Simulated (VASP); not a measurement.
# InSe in VASP: a series of runs, part 2 of 2

VASP 6.6.1.

**4. Single point, PBE+D3(BJ)**

INCAR

```
SYSTEM = InSe
  PREC = Accurate
  ENCUT = 400
  EDIFF = 1E-6
  ISMEAR = 0
  SIGMA = 0.01
  LREAL = .FALSE.
  LASPH = .TRUE.
  NELM = 120
  ALGO = Normal
  ISIF = 2
  LWAVE = .FALSE.
  LCHARG = .TRUE.
  LDIPOL = .TRUE.
  IDIPOL = 3
  DIPOL = 0.5 0.5 0.500
  GGA = PE
  IVDW = 12
  LELF = .TRUE.
  LVHAR = .TRUE.
  LVACPOTAV = .TRUE.
  NBANDS = 69
  GGA_COMPAT = .FALSE.
  NELMDL = -8
```

KPOINTS

```
Automatic mesh
0
G
  9 9 1
  0 0 0
```

POSCAR

```
InSe
1.0
    4.0331422047      0.0000000000      0.0000000000
   -2.0165711024      3.4928036063      0.0000000000
    0.0000000000      0.0000000000     69.9302628013
Se In
6 6
Direct
    0.0000000000      0.0000000000      0.3426287805
    0.0000000000      0.0000000000      0.4194565254
    0.6666666667      0.3333333333      0.4616529699
    0.6666666667      0.3333333333      0.5383594382
    0.3333333333      0.6666666667      0.5805412126
    0.3333333333      0.6666666667      0.6573454112
    0.6666666667      0.3333333333      0.3610886845
    0.6666666667      0.3333333333      0.4010469936
    0.3333333333      0.6666666667      0.4800220025
    0.3333333333      0.6666666667      0.5199631658
    0.0000000000      0.0000000000      0.5989261447
    0.0000000000      0.0000000000      0.6388837497
```

Potentials or basis: VASP PAW PBE potentials, release 64 (Se, In_d).

The run is started by

```
cat potpaw_PBE.64/Se/POTCAR potpaw_PBE.64/In_d/POTCAR > POTCAR
mpirun -np 1 vasp_std > vasp.out
```

OUTCAR:

```text
SYSTEM = InSe
   PREC = Accurate
   ENCUT = 400
   EDIFF = 1E-6
   ISMEAR = 0
   LREAL = .FALSE.
   LASPH = .TRUE.
   NELM = 120
   ISIF = 2
   GGA = PE
   IVDW = 12
   NELMDL = -8
 IVDW          = 12

 ion  position               nearest neighbor table
   1  0.000  0.000  0.343-   7 2.66   7 2.66   7 2.66
   2  0.000  0.000  0.419-   8 2.66   8 2.66   8 2.66
   3  0.667  0.333  0.462-   9 2.66   9 2.66   9 2.66
   4  0.667  0.333  0.538-  10 2.66  10 2.66  10 2.66
   5  0.333  0.667  0.581-  11 2.66  11 2.66  11 2.66
   6  0.333  0.667  0.657-  12 2.66  12 2.66  12 2.66
   7  0.667  0.333  0.361-   1 2.66   1 2.66   1 2.66   8 2.79
   8  0.667  0.333  0.401-   2 2.66   2 2.66   2 2.66   7 2.79
   9  0.333  0.667  0.480-   3 2.66   3 2.66   3 2.66  10 2.79
  10  0.333  0.667  0.520-   4 2.66   4 2.66   4 2.66   9 2.79
  11  0.000  0.000  0.599-   5 2.66   5 2.66   5 2.66  12 2.79
  12  0.000  0.000  0.639-   6 2.66   6 2.66   6 2.66  11 2.79

  LATTYP: Found a hexagonal cell.
 ALAT       =     4.0331422047
 C/A-ratio  =    17.3389033295

  Lattice vectors:

 A1 = (   4.0331422047,   0.0000000000,   0.0000000000)
 A2 = (  -2.0165711024,   3.4928036063,   0.0000000000)
 A3 = (   0.0000000000,   0.0000000000,  69.9302628013)

Analysis of symmetry for initial positions (statically):
=====================================================================
 Subroutine PRICEL returns:
 Original cell was already a primitive cell.

 Routine SETGRP: Setting up the symmetry group for a
 hexagonal supercell.

 Subroutine GETGRP returns: Found  6 space group operations
 (whereof  6 operations were pure point group operations)
 out of a pool of 24 trial point group operations.

The static configuration has the point symmetry C_3v.

Analysis of symmetry for dynamics (positions and initial velocities):
[... 154 lines left out ...]
 NGX is ok and might be reduce to    28
   NGX = 13   NGY = 13   NGZ =229

 dipolmoment           0.000000      0.000000     -0.000425 electrons x Angstroem

 number of electron     113.9999990 magnetization

 dipolmoment           0.000000      0.000000      0.000492 electrons x Angstroem

 Free energy of the ion-electron system (eV)
  ---------------------------------------------------
  ext. energy  EPLUGINS =         0.00000000
  ---------------------------------------------------
  free energy    TOTEN  =       -42.52402814 eV

  energy without entropy =      -42.52402814  energy(sigma->0) =      -42.52402814

 E-fermi :  -2.1133     XC(G=0):  -3.3582

 val. band max:       -2.1615165810   @ k =   0.1111  -0.0000   0.0000
 cond. band min:      -1.3736847758   @ k =   0.0000   0.0000   0.0000
 fundamental gap:      0.7878318052
 Fermi energy:        -2.1133394014

 k-point     1 :       0.0000    0.0000    0.0000
  band No.  band energies     occupation
      1     -16.7146      2.00000
      2     -16.6981      2.00000
      3     -16.6899      2.00000
      4     -16.5287      2.00000
      5     -16.5287      2.00000
      6     -16.5143      2.00000
[... 853 lines left out ...]
     68       2.4635      0.00000
     69       2.4937      0.00000

------------------------ aborting loop because EDIFF is reached ----------------------------------------

 vacuum level on the upper side and lower side of the slab       (xc-potential included)        -0.115        -0.119

 Edisp (eV)   -3.27373

 E8    (eV) :    -1.5254

  FORCE on cell =-STRESS in cart. coord.  units (eV):
  Direction    XX          YY          ZZ          XY          YZ          ZX
  --------------------------------------------------------------------------------------
  -------------------------------------------------------------------------------------
  Total      -0.00159    -0.00159    -0.01040     0.00000     0.00000     0.00000
  in kB      -0.00259    -0.00259    -0.01692     0.00000     0.00000     0.00000
  external pressure =       -0.01 kB  Pullay stress =        0.00 kB

 VOLUME and BASIS-vectors are now :
 -----------------------------------------------------------------------------
  energy-cutoff  :      400.00
  volume of cell :      985.11
      direct lattice vectors                 reciprocal lattice vectors
     4.033142205  0.000000000  0.000000000     0.247945634  0.143151478  0.000000000
    -2.016571102  3.492803606  0.000000000     0.000000000  0.286302957  0.000000000
     0.000000000  0.000000000 69.930262801     0.000000000  0.000000000  0.014299961

 POSITION                                       TOTAL-FORCE (eV/Angst)
 -----------------------------------------------------------------------------------
      0.00000      0.00000     23.96012        -0.000000      0.000000     -0.015047
      0.00000      0.00000     29.33271        -0.000000      0.000000      0.015852
      2.01657      1.16427     32.28351         0.000000      0.000000     -0.015627
      2.01657      1.16427     37.64762        -0.000000      0.000000      0.014741
     -0.00000      2.32854     40.59740         0.000000      0.000000     -0.015096
     -0.00000      2.32854     45.96834        -0.000000      0.000000      0.014675
      2.01657      1.16427     25.25103        -0.000000      0.000000      0.012865
      2.01657      1.16427     28.04532        -0.000000     -0.000000     -0.014232
     -0.00000      2.32854     33.56806         0.000000      0.000000      0.012926
     -0.00000      2.32854     36.36116        -0.000000     -0.000000     -0.013345
      0.00000      0.00000     41.88306        -0.000000      0.000000      0.013702
      0.00000      0.00000     44.67731         0.000000      0.000000     -0.011413
 -----------------------------------------------------------------------------------
    total drift:                                0.000001     -0.000000      0.001711

  FREE ENERGIE OF THE ION-ELECTRON SYSTEM (eV)
  ---------------------------------------------------
  free  energy   TOTEN  =       -45.7977579672 eV

  energy  without entropy=      -45.7977579672  energy(sigma->0) =      -45.79775797

 vacuum level on the upper side and lower side of the slab         3.329         3.323
```

stdout:

```text
POSCAR found type information on POSCAR SeIn
 POSCAR found :  2 types and      12 ions
 scaLAPACK will be used
 LDA part: xc-table for (Slater+PW92), standard interpolation
 -----------------------------------------------------------------------------
|                                                                             |
|           W    W    AA    RRRRR   N    N  II  N    N   GGGG   !!!           |
|           W    W   A  A   R    R  NN   N  II  NN   N  G    G  !!!           |
|           W    W  A    A  R    R  N N  N  II  N N  N  G       !!!           |
|           W WW W  AAAAAA  RRRRR   N  N N  II  N  N N  G  GGG   !            |
|           WW  WW  A    A  R   R   N   NN  II  N   NN  G    G                |
|           W    W  A    A  R    R  N    N  II  N    N   GGGG   !!!           |
|                                                                             |
|     One of the lattice vectors is very long (>50 A), but AMIN is rather     |
|     large. This can spoil convergence since charge sloshing might occur     |
|     along the long lattice vector. If problems with convergence are         |
|     observed, try to decrease AMIN to a smaller value (e.g. 0.01).          |
|     Note: This warning only applies if the self-consistency cycle is        |
|     used.                                                                   |
|                                                                             |
 -----------------------------------------------------------------------------

 POSCAR, INCAR and KPOINTS ok, starting setup
 FFT: planning ... GRIDC
 FFT: planning ... GRID_SOFT
 FFT: planning ... GRID
 WAVECAR not read
 entering main loop
```

Wall time 42 min (1 thread of Intel Xeon 8259CL, shared host); peak memory 0.98 GiB.

What came out:

```yaml
Free_energy: -45.7978 eV
Largest_force: 0.016 eV/Å
Band_gap_on_the_k_mesh: 0.79 eV (least direct gap 0.84 eV)
Dispersion_energy_per_atom: -0.273 eV
Ionisation_potential_of_the_upper_face: 5.49 eV
```

Forces in eV/Å, atoms in the order of the input:
```
Se   0.000  0.000 -0.015
Se   0.000  0.000  0.016
Se   0.000  0.000 -0.016
Se   0.000  0.000  0.015
Se   0.000  0.000 -0.015
Se   0.000  0.000  0.015
In   0.000  0.000  0.013
In   0.000  0.000 -0.014
In   0.000  0.000  0.013
In   0.000  0.000 -0.013
In   0.000  0.000  0.014
In   0.000  0.000 -0.011
```

Caveat: spin-orbit coupling is left out, which moves the levels of the heavy elements.

**5. Overview**

| level | cell | smearing | gap on the mesh (eV) | largest force (eV/Å) |
| --- | --- | --- | --- | --- |
| PBE+D3(BJ) | a = 4.034, b = 4.034, c = 69.930 Å, angles 90.0, 90.0, 120.0°, 12 atoms | gaussian 0.02 eV | 0.79 | 0.02 |
| PBE | a = 4.034, b = 4.034, c = 69.930 Å, angles 90.0, 90.0, 120.0°, 12 atoms | gaussian 0.02 eV | 0.79 | 0.09 |
| PBE+D3(BJ) | a = 4.033, b = 4.033, c = 69.930 Å, angles 90.0, 90.0, 120.0°, 12 atoms | gaussian 0.01 eV | 0.79 | 0.02 |

Some of these runs hold the atoms at other places in the same cell, which the table doesn't show; runs alike in all that it shows share one row.

Alike in all rows: task single point; potentials or basis VASP PAW PBE potentials, release 64 (Se, In_d); no spin polarisation; k mesh 9 × 9 × 1; cutoff (eV) 400.

Caveats: spin-orbit coupling is left out, which moves the levels of the heavy elements.

Absolute energies hang on the potentials; compare differences alone.
